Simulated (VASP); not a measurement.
# MnNF3 (Pm-3m) in VASP: single point with PBE+U

Aim: the single point of MnNF3 with PBE+U.

Program: VASP 6.6.1. These are calculated values, not measurements. Logs are shortened: lines on timing, memory, paths and dates and some standing lists are left out, and cuts for length are marked.

### 1 The cell of the first run

Symmetry: Pm-3m, No. 221, cubic system. The conventional cell has a = 3.983 Å, b = 3.983 Å, c = 3.983 Å, α = 90.00°, β = 90.00°, γ = 90.00°. Mn (site symmetry m-3m) has 6 F at 1.99 Å within 2.6 Å. Within 3.7 Å of N (site symmetry m-3m) lie 12 F at 2.82 Å and 8 Mn at 3.45 Å. F (site symmetry 4/mmm) has 2 Mn at 1.99 Å within 2.6 Å.

### 2 Single point, PBE+U, collinear spin, ferromagnetic start

Contents of INCAR:

```
SYSTEM = MnNF3
PREC = Accurate ; ENCUT = 520
EDIFF = 1E-7 ; ISMEAR = -1
SIGMA = 0.1 ; LREAL = .FALSE.
LASPH = .TRUE. ; NELM = 150
ALGO = Normal ; ISIF = 2
LWAVE = .FALSE. ; LCHARG = .FALSE.
ISPIN = 2 ; MAGMOM = 4 0 0 0 0
LORBIT = 11 ; LMAXMIX = 4
LDAU = .TRUE. ; LDAUTYPE = 2
LDAUL = 2 -1 -1 ; LDAUU = 3.5 0 0
LDAUJ = 0 0 0 ; LDAUPRINT = 1
GGA = PE ; NBANDS = 32
```

Contents of KPOINTS:

```
regular mesh
0
G
  6 6 6
  0 0 0
```

Contents of POSCAR:

```
MnNF3
1.0
    3.9830700000      0.0000000000      0.0000000000
    0.0000000000      3.9830700000      0.0000000000
    0.0000000000      0.0000000000      3.9830700000
Mn N F
1 1 3
Direct
    0.5000000000      0.5000000000      0.5000000000
    0.0000000000      0.0000000000      0.0000000000
    0.5000000000      0.5000000000      0.0000000000
    0.5000000000      0.0000000000      0.5000000000
    0.0000000000      0.5000000000      0.5000000000
```

Potentials or basis: VASP PAW PBE potentials, release 64 (Mn_pv, N, F).

Started as:

```bash
> cat potpaw_PBE.64/Mn_pv/POTCAR potpaw_PBE.64/N/POTCAR potpaw_PBE.64/F/POTCAR > POTCAR
> mpirun -np 1 vasp_std > vasp.out
```

OUTCAR:

```text
SYSTEM = MnNF3
   PREC = Accurate
   ENCUT = 520
   EDIFF = 1E-7
   ISMEAR = -1
   LREAL = .FALSE.
   LASPH = .TRUE.
   NELM = 150
   ISIF = 2
   ISPIN = 2
   LORBIT = 11
   GGA = PE

 ion  position               nearest neighbor table
   1  0.500  0.500  0.500-   3 1.99   4 1.99   5 1.99   3 1.99   4 1.99   5 1.99
   2  0.000  0.000  0.000-
   3  0.500  0.500  0.000-   1 1.99   1 1.99
   4  0.500  0.000  0.500-   1 1.99   1 1.99
   5  0.000  0.500  0.500-   1 1.99   1 1.99

  LATTYP: Found a simple cubic cell.
 ALAT       =     3.9830700000

  Lattice vectors:

 A1 = (   3.9830700000,   0.0000000000,   0.0000000000)
 A2 = (   0.0000000000,   3.9830700000,   0.0000000000)
 A3 = (   0.0000000000,   0.0000000000,   3.9830700000)

Analysis of symmetry for initial positions (statically):
=====================================================================
 Subroutine PRICEL returns:
 Original cell was already a primitive cell.

 Routine SETGRP: Setting up the symmetry group for a
 simple cubic supercell.

 Subroutine GETGRP returns: Found 48 space group operations
 (whereof 48 operations were pure point group operations)
 out of a pool of 48 trial point group operations.

The static configuration has the point symmetry O_h .

Analysis of symmetry for dynamics (positions and initial velocities):
=====================================================================
 Subroutine PRICEL returns:
 Original cell was already a primitive cell.

 Routine SETGRP: Setting up the symmetry group for a
 simple cubic supercell.

 Subroutine GETGRP returns: Found 48 space group operations
 (whereof 48 operations were pure point group operations)
 out of a pool of 48 trial point group operations.

The dynamic configuration has the point symmetry O_h .

Analysis of structural, dynamic, and magnetic symmetry:
=====================================================================
 Subroutine PRICEL returns:
 Original cell was already a primitive cell.

 Routine SETGRP: Setting up the symmetry group for a
 simple cubic supercell.

 Subroutine GETGRP returns: Found 48 space group operations
 (whereof 48 operations were pure point group operations)
 out of a pool of 48 trial point group operations.

The overall configuration has the point symmetry O_h .

 Subroutine INISYM returns: Found 48 space group operations
 (whereof 48 operations are pure point group operations),
 and found     1 'primitive' translations

----------------------------------------------------------------------------------------

                                     Primitive cell

  volume of cell :      63.1908

  direct lattice vectors                    reciprocal lattice vectors
     3.983070000  0.000000000  0.000000000     0.251062623  0.000000000  0.000000000
     0.000000000  3.983070000  0.000000000     0.000000000  0.251062623  0.000000000
     0.000000000  0.000000000  3.983070000     0.000000000  0.000000000  0.251062623

  length of vectors
     3.983070000  3.983070000  3.983070000     0.251062623  0.251062623  0.251062623

  position of ions in fractional coordinates (direct lattice)
     0.500000000  0.500000000  0.500000000
     0.000000000  0.000000000  0.000000000
     0.500000000  0.500000000  0.000000000
     0.500000000  0.000000000  0.500000000
     0.000000000  0.500000000  0.500000000

  ion indices of the primitive-cell ions
   primitive index   ion index
                 1           1
                 2           2
                 3           3
                 4           4
                 5           5

----------------------------------------------------------------------------------------

 KPOINTS: regular mesh

Automatic generation of k-mesh.
 Grid dimensions read from file:
 generate k-points for:    6    6    6

 Generating k-lattice:

  Cartesian coordinates                     Fractional coordinates (reciprocal lattice)
     0.041843770  0.000000000  0.000000000     0.166666667  0.000000000  0.000000000
     0.000000000  0.041843770  0.000000000     0.000000000  0.166666667  0.000000000
     0.000000000  0.000000000  0.041843770     0.000000000  0.000000000  0.166666667

  Length of vectors
     0.041843770  0.041843770  0.041843770

[... 37 lines left out ...]
   NGXF,Y,Z  is equivalent  to a cutoff of  25.04, 25.04, 25.04 a.u.
 SYSTEM =  MnNF3
   PREC   = accura    normal or accurate (medium, high low for compatibility)
   ISTART =      0    job   : 0-new  1-cont  2-samecut
   ICHARG =      2    charge: 1-file 2-atom 10-const
   ISPIN  =      2    spin polarized calculation?
   LNONCOLLINEAR =      F non collinear calculations
   LSORBIT =      F    spin-orbit coupling
   LASPH  =      T    aspherical Exc in radial PAW
   ENCUT  =  520.0 eV  38.22 Ry    6.18 a.u.   7.41  7.41  7.41*2*pi/ulx,y,z
   NELM   =    150;   NELMIN=  2; NELMDL= -5     # of ELM steps
   EDIFF  = 0.1E-06   stopping-criterion for ELM
   LREAL  =      F    real-space projection
   EDIFFG = 0.1E-05   stopping-criterion for IOM
   NSW    =      0    number of steps for IOM
   IBRION =     -1    ionic relax: 0-MD 1-quasi-New 2-CG
   NFREE  =      0    steps in history (QN), initial steepest desc. (CG)
   ISIF   =      2    stress and relaxation
   ISYM   =      2    0-nonsym 1-usesym 2-fastsym
   POTIM  = 0.5000    time-step for ionic-motion
   TEBEG  =    0.0;   TEEND  =   0.0 temperature during run
   PSTRESS=    0.0 pullay stress
   NELECT =      39.0000    total number of electrons
   NUPDOWN=      -1.0000    fix difference up-down
   EMIN   =  10.00;   EMAX   =-10.00  energy-range for DOS
   EFERMI =   0.00;   METHOD = LEGACY
   ISMEAR =    -1;   SIGMA  =   0.10  broadening in eV -4-tet -1-fermi 0-gaus
   EFERMI_NEDOS =   21; number of points for ismear=-14 and -15
   IALGO  =     38    algorithm
   IMIX   =      4    mixing-type and parameters
     AMIX     =   0.40;   BMIX     =  1.00
     AMIX_MAG =   1.60;   BMIX_MAG =  1.00
  volume/ion in A,a.u.               =      12.64        85.29
  Fermi-wavevector in a.u.,A,eV,Ry     =   1.393836  2.633969 26.433120  1.942780
  Thomas-Fermi vector in A             =   2.517444
   LORBIT       =     11    0 simple, 1 ext, 2 COOP (PROOUT), +10 PAW based schemes
 LDA+U is selected, type is set to LDAUTYPE =  2
   angular momentum for each species LDAUL =     2   -1   -1
   U (eV)           for each species LDAUU =   3.5  0.0  0.0
   J (eV)           for each species LDAUJ =   0.0  0.0  0.0
   GGA     = PE    functional components
   LHFCALC =     F    Hartree Fock is set to
   AEXX    =    0.0000 exact exchange contribution
   IVDW    =     0    specifies the selected vdW correction
   LEPSILON=     F    determine dielectric tensor
   LRPA    =     F    only Hartree local field effects (RPA)
 spin polarized calculation
  energy-cutoff  :      520.00
  volume of cell :       63.19
 maximum number of plane-waves:      1743
 NGX is ok and might be reduce to    30
   NGX = 15   NGY = 15   NGZ = 15

 number of electron      38.9999981 magnetization      -0.2225025

atom =   1  type =  1  l = 2

 onsite density matrix

spin component  1

  0.9619  0.0000 -0.0000  0.0000 -0.0000
  0.0000  0.9619 -0.0000  0.0000 -0.0000
 -0.0000 -0.0000  0.2396 -0.0000  0.0000
  0.0000  0.0000 -0.0000  0.9619 -0.0000
 -0.0000 -0.0000  0.0000 -0.0000  0.2396

spin component  2

  0.0459 -0.0000  0.0000  0.0000  0.0000
 -0.0000  0.0459  0.0000  0.0000  0.0000
  0.0000  0.0000  0.6222  0.0000 -0.0000
  0.0000  0.0000  0.0000  0.0459 -0.0000
  0.0000  0.0000 -0.0000 -0.0000  0.6222

 occupancies and eigenvectors

  o =  0.0459  v =  0.0000  0.0000  0.0000  0.0000  0.0000  1.0000  0.0000  0.0000  0.0000  0.0000      0.0000  0.0000  0.0000  0.0000  0.0000  0.0000  0.0000  0.0000  0.0000  0.0000
  o =  0.0459  v =  0.0000  0.0000  0.0000  0.0000  0.0000  0.0000 -0.0001 -0.0000  1.0000  0.0000      0.0000  0.0000  0.0000  0.0000  0.0000  0.0000  0.0000  0.0000  0.0000  0.0000
  o =  0.0459  v =  0.0000  0.0000  0.0000  0.0000  0.0000  0.0000  1.0000 -0.0000  0.0001 -0.0000      0.0000  0.0000  0.0000  0.0000  0.0000  0.0000  0.0000  0.0000  0.0000  0.0000
  o =  0.2396  v =  0.0000  0.0000 -0.0061 -0.0000  1.0000  0.0000  0.0000  0.0000  0.0000  0.0000      0.0000  0.0000  0.0000  0.0000  0.0000  0.0000  0.0000  0.0000  0.0000  0.0000
  o =  0.2396  v =  0.0000 -0.0000  1.0000  0.0000  0.0061  0.0000  0.0000  0.0000  0.0000  0.0000      0.0000  0.0000  0.0000  0.0000  0.0000  0.0000  0.0000  0.0000  0.0000  0.0000
  o =  0.6222  v =  0.0000  0.0000  0.0000  0.0000  0.0000  0.0000  0.0000 -1.0000 -0.0000 -0.0092      0.0000  0.0000  0.0000  0.0000  0.0000  0.0000  0.0000  0.0000  0.0000  0.0000
  o =  0.6222  v =  0.0000  0.0000  0.0000  0.0000  0.0000  0.0000 -0.0000 -0.0092 -0.0000  1.0000      0.0000  0.0000  0.0000  0.0000  0.0000  0.0000  0.0000  0.0000  0.0000  0.0000
  o =  0.9619  v =  0.0000  0.9937  0.0000 -0.1118 -0.0000  0.0000  0.0000  0.0000  0.0000  0.0000      0.0000  0.0000  0.0000  0.0000  0.0000  0.0000  0.0000  0.0000  0.0000  0.0000
  o =  0.9619  v =  0.0000 -0.1118  0.0000 -0.9937 -0.0000  0.0000  0.0000  0.0000  0.0000  0.0000      0.0000  0.0000  0.0000  0.0000  0.0000  0.0000  0.0000  0.0000  0.0000  0.0000
  o =  0.9619  v =  1.0000  0.0000  0.0000  0.0000  0.0000  0.0000  0.0000  0.0000  0.0000  0.0000      0.0000  0.0000  0.0000  0.0000  0.0000  0.0000  0.0000  0.0000  0.0000  0.0000

 number of electron      38.9999979 magnetization       2.1741231

 Free energy of the ion-electron system (eV)
  ---------------------------------------------------
  ext. energy  EPLUGINS =         0.00000000
  ---------------------------------------------------
  free energy    TOTEN  =       -21.21832864 eV

  energy without entropy =      -20.87419342  energy(sigma->0) =      -21.04626103

 E-fermi :   0.9763     XC(G=0):  -9.7779

 val. band max:        0.9673720028   @ k =   0.5000   0.3333   0.1667
 cond. band min:       0.9902928046   @ k =   0.5000   0.5000   0.1667
 fundamental gap:      0.0229208018
 Fermi energy:         0.9762882033

 spin component 1

 k-point     1 :       0.0000    0.0000    0.0000
  band No.  band energies     occupation
      1     -49.6320      1.00000
      2     -49.6317      1.00000
      3     -49.6317      1.00000
      4     -22.6044      1.00000
      5     -21.9914      1.00000
      6     -21.9914      1.00000
[... 669 lines left out ...]
     30      15.5288      0.00000
     31      15.5289      0.00000
 Fermi energy:         0.9762882033

 spin component 2

 k-point     1 :       0.0000    0.0000    0.0000
  band No.  band energies     occupation
      1     -47.4734      1.00000
      2     -47.4733      1.00000
      3     -47.4732      1.00000
      4     -22.5310      1.00000
      5     -21.9673      1.00000
      6     -21.9673      1.00000
[... 669 lines left out ...]
     30      15.7450      0.00000
     31      15.7450      0.00000
 [bands above 31 left out]

------------------------ aborting loop because EDIFF is reached ----------------------------------------

  FORCE on cell =-STRESS in cart. coord.  units (eV):
  Direction    XX          YY          ZZ          XY          YZ          ZX
  --------------------------------------------------------------------------------------
  -------------------------------------------------------------------------------------
  Total       -1.8638611     -1.8638611     -1.8638611     -0.0000000      0.0000000      0.0000000
  in kB      -47.2574518    -47.2574518    -47.2574518     -0.0000000      0.0000000      0.0000000
  external PRESSURE =     -47.2574518 kB  Pullay stress =       0.0000000 kB

 VOLUME and BASIS-vectors are now :
 -----------------------------------------------------------------------------
  energy-cutoff  :      520.00
  volume of cell :       63.19
      direct lattice vectors                 reciprocal lattice vectors
     3.983070000  0.000000000  0.000000000     0.251062623  0.000000000  0.000000000
     0.000000000  3.983070000  0.000000000     0.000000000  0.251062623  0.000000000
     0.000000000  0.000000000  3.983070000     0.000000000  0.000000000  0.251062623

 POSITION                                       TOTAL-FORCE (eV/Angst)
 -----------------------------------------------------------------------------------
      1.99154      1.99154      1.99154         0.000000      0.000000      0.000000
      0.00000      0.00000      0.00000         0.000000      0.000000      0.000000
      1.99154      1.99154      0.00000         0.000000      0.000000      0.000000
      1.99154      0.00000      1.99154         0.000000      0.000000      0.000000
      0.00000      1.99154      1.99154         0.000000      0.000000      0.000000
 -----------------------------------------------------------------------------------
    total drift:                                0.000000      0.000000     -0.000000

  FREE ENERGIE OF THE ION-ELECTRON SYSTEM (eV)
  ---------------------------------------------------
  free  energy   TOTEN  =       -21.2183286406 eV

  energy  without entropy=      -20.8741934164  energy(sigma->0) =      -21.04626103

 total charge

# of ion       s       p       d       tot
------------------------------------------
    1        0.215   6.228   4.725  11.168
    2        1.388   1.854   0.000   3.241
    3        1.742   4.319   0.000   6.061
    4        1.742   4.319   0.000   6.061
    5        1.742   4.319   0.000   6.061
--------------------------------------------------
tot          6.829  21.039   4.725  32.593

 magnetization (x)

# of ion       s       p       d       tot
------------------------------------------
    1        0.004   0.005   1.980   1.989
    2       -0.000  -0.000   0.000  -0.000
    3       -0.004   0.040   0.000   0.035
    4       -0.004   0.040   0.000   0.035
    5       -0.004   0.040   0.000   0.035
--------------------------------------------------
tot         -0.009   0.124   1.980   2.094
```

Wall time 2 min (1 thread of Intel Xeon 6975P-C (Granite Rapids), shared host); peak memory 0.22 GiB.

Results:

| Quantity | Value |
| --- | --- |
| Free energy | -21.2183 eV |
| Pressure | -4.7 GPa |
| Net moment | 2.17 μB per cell |
| Site moments | Mn +1.99; N -0.00; F +0.04 μB |
| Valence electrons inside the program's atomic spheres | Mn 11.17; N 3.24; F 6.06 |

Eigenvalues of the final occupation matrices:
| site | spin | trace | eigenvalues |
| --- | --- | --- | --- |
| site 1 d | 1 | 3.36 | 0.24 0.24 0.96 0.96 0.96 |
| site 1 d | 2 | 1.38 | 0.05 0.05 0.05 0.62 0.62 |

Caveat: a cell with one magnetic atom can't hold antiferromagnetic order, which such compounds often take.
